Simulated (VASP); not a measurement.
WC (dlda): vibrations by perturbation theory with LDA

WC (dlda):

```
W C
1.0
     2.88496    0.00000    0.00000
    -1.44248    2.49845    0.00000
     0.00000    0.00000    2.81157
W C
1 1
Direct
  0.00000 0.00000 0.00000
  0.66667 0.33333 0.50000
```

```
Program                : VASP 6.6.1
Task                   : vibrations by perturbation theory
Functional             : LDA
Potentials or basis    : VASP PAW LDA potentials, release 64 (W_sv, C)
Cutoff                 : 520 eV
k mesh                 : 15 × 15 × 12
Occupations            : fermi-dirac, width 0.15 eV
Spin                   : no spin polarisation
Dipole correction      : no
Further INCAR settings : ALGO = Normal; EDIFF = 1e-08; NBANDS = 16; IBRION = 8; NSW = 1
```

```json
{"Highest phonon frequency at Γ, LO-TO splitting left out": "636 cm⁻¹"}
```

Phonon frequencies in cm⁻¹ (negative: imaginary):
```
              q point        frequencies
(0.000, 0.000, 0.000)  0 0 0 606 636 636
```

Run time: 4.5 min on 1 thread of Intel(R) Xeon(R) 6975P-C (Granite Rapids), with other jobs on the host, peak memory 0.59 GiB.

Caveat: the cell wasn't relaxed at this level first, which shifts response properties.
